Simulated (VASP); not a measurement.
Set up this calculation in VASP 6.6.1, as the native input.

```
Task                   : single point
Functional             : r2SCAN
Dispersion             : rVV10
Potentials or basis    : VASP PAW PBE potentials, release 64 (Te, Sn_d)
Cutoff                 : 520 eV
k mesh                 : 7 × 7 × 7
Occupations            : gaussian, width 0.02 eV
Spin                   : collinear spin, ferromagnetic start
Starting moments       : [0.5, 0.0] μB
Dipole correction      : no
Further INCAR settings : ALGO = Normal; EDIFF = 1e-06; NBANDS = 21
```

The system is SnTe.

```
Te Sn
1.0
     0.00000    3.10827    3.10827
     3.10827    0.00000    3.10827
     3.10827    3.10827    0.00000
Te Sn
1 1
Direct
  0.50000 0.50000 0.50000
  0.00000 0.00000 0.00000
```

This cell differs from its parent crystal: volume scaled by 0.96.

The input as run:

POSCAR

```
SnTe
1.0
    0.0000000000      3.1082657258      3.1082657258
    3.1082657258      0.0000000000      3.1082657258
    3.1082657258      3.1082657258      0.0000000000
Te Sn
1 1
Direct
    0.5000000000      0.5000000000      0.5000000000
    0.0000000000      0.0000000000      0.0000000000
```

INCAR.step1

```
SYSTEM = SnTe
PREC = Accurate
ENCUT = 520
ISMEAR = 0
SIGMA = 0.02
LREAL = .False.
LASPH = .True.
NELM = 150
ISPIN = 2
MAGMOM = 0.5 0
NBANDS = 21
GGA = PE
ALGO = Normal
EDIFF = 1E-4
LWAVE = .True.
LCHARG = .False.
```

INCAR.step2

```
SYSTEM = SnTe
PREC = Accurate
ENCUT = 520
EDIFF = 1E-6
ISMEAR = 0
SIGMA = 0.02
LREAL = .False.
LASPH = .True.
NELM = 150
ALGO = Normal
ISIF = 2
LWAVE = .False.
LCHARG = .True.
ISPIN = 2
MAGMOM = 0.5 0
LORBIT = 11
METAGGA = R2SCAN
LMIXTAU = .True.
LUSE_VDW = .True.
IVDW_NL = 2
BPARAM = 11.95
CPARAM = 0.0093
LELF = .True.
LVHAR = .True.
NBANDS = 21
ISTART = 1
```

KPOINTS

```
Automatic mesh
0
Gamma
  7 7 7
  0 0 0
```

Potentials or basis: VASP PAW PBE potentials, release 64 (Te, Sn_d).

Run with:

```sh
$ cat potpaw_PBE.64/Te/POTCAR potpaw_PBE.64/Sn_d/POTCAR > POTCAR
$ cp INCAR.step1 INCAR
$ mpirun -np 1 vasp_std > vasp.out
$ cp INCAR.step2 INCAR
$ mpirun -np 1 vasp_std > vasp.out
```

It gave:

The pressure is 3.0 GPa, the net moment is 0.00 μB per cell and the valence electrons inside the program's atomic spheres are Te 3.43; Sn 12.12.

Caveat: the PAW data sets were made with another functional, which shifts forces and pressure a little.

Wall time 110 s on 1 thread of Intel(R) Xeon(R) 6975P-C (Granite Rapids) (shared host), peak memory 0.45 GiB.
